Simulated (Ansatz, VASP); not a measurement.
**One calculation of Co, two programs**

File INCAR:

```
  ALGO = Normal
  EDIFF = 1E-6
  ENCUT = 520
  GGA = PE
  ISIF = 2
  ISMEAR = -1
  ISPIN = 2
  LASPH = T
  LCHARG = F
  LMAXMIX = 4
  LORBIT = 11
  LREAL = F
  LWAVE = F
  MAGMOM = 1.69 1.69
  NBANDS = 20
  NELM = 150
  PREC = Accurate
  SIGMA = 0.05
```

File KPOINTS:

```
k-points
0
Gamma
  2 2 1
```

File POSCAR:

```
Co
1.0
    2.4935221926      0.0000000000      0.0000000000
   -1.2467610963      2.1594535637      0.0000000000
    0.0000000000      0.0000000000      4.0277844638
Co
2
Direct
    0.3333333333      0.6666666667      0.2500000000
    0.6666666667      0.3333333333      0.7500000000
```

Input for Ansatz:

```yaml
crystal:
  lattice:
    - [2.4935221926, 0.0, 0.0]
    - [-1.2467610963, 2.1594535637, 0.0]
    - [0.0, 0.0, 4.0277844638]
  atoms:
    - { symbol: Co, position: [0.3333333333, 0.6666666667, 0.25], spin: 1.69 }
    - { symbol: Co, position: [0.6666666667, 0.3333333333, 0.75], spin: 1.69 }
hamiltonian:
  xc: pbe
  pseudopotentials:
    kind: paw
    azcp:
      Co: "pseudopotentials/Co.paw.azcp"
basis:
  ecutwfc: 420
  fft_grid_basis: typed
kpoints:
  mp_grid: { grid: [2, 2, 1], shift: [0, 0, 0] }
magnetization:
  spin_polarized: true
scf:
  occupations: { method: fermi_dirac, width: 0.05 }
  lower_state_search: "off"
output:
  stress: true
  write_density: true
  write_potential: true
  elf: true
  volumetric_format: npy
```

Alike in both runs: task single point; functional PBE; k mesh 2 × 2 × 1; occupations fermi-dirac, width 0.05 eV; collinear spin.

|  | VASP | Ansatz |
| --- | --- | --- |
| version | VASP 6.6.1 | Ansatz 0.2.0 |
| potentials or method | VASP PAW PBE potentials, release 64 (Co), cutoff 520 eV | plane waves (420 eV) with PAW, scalar-relativistic |
| valence electrons in the cell | 18 | 34 |

|  | VASP | Ansatz | Ansatz less VASP |
| --- | --- | --- | --- |
| pressure (GPa) | -1.8 | -1.0 | +0.74 |
| traceless stress, the component that is largest in VASP (GPa) | -8.63 | -6.34 | +2.283 |
| net moment per atom (μB) | 1.26 | 1.29 | +0.025 |
| size of the moment on the site where the two differ most (μB) | 1.34 | 1.45 | +0.115 |

Site moments also hang on the region over which each program counts them. The functional is the same, so the differences come from potentials, cutoffs and numerics. VASP's potentials hold 18 valence electrons a cell and Ansatz's 34, so a difference there can come from the potentials and not from the codes.

The k mesh is coarse, so the values compare programs but aren't converged.
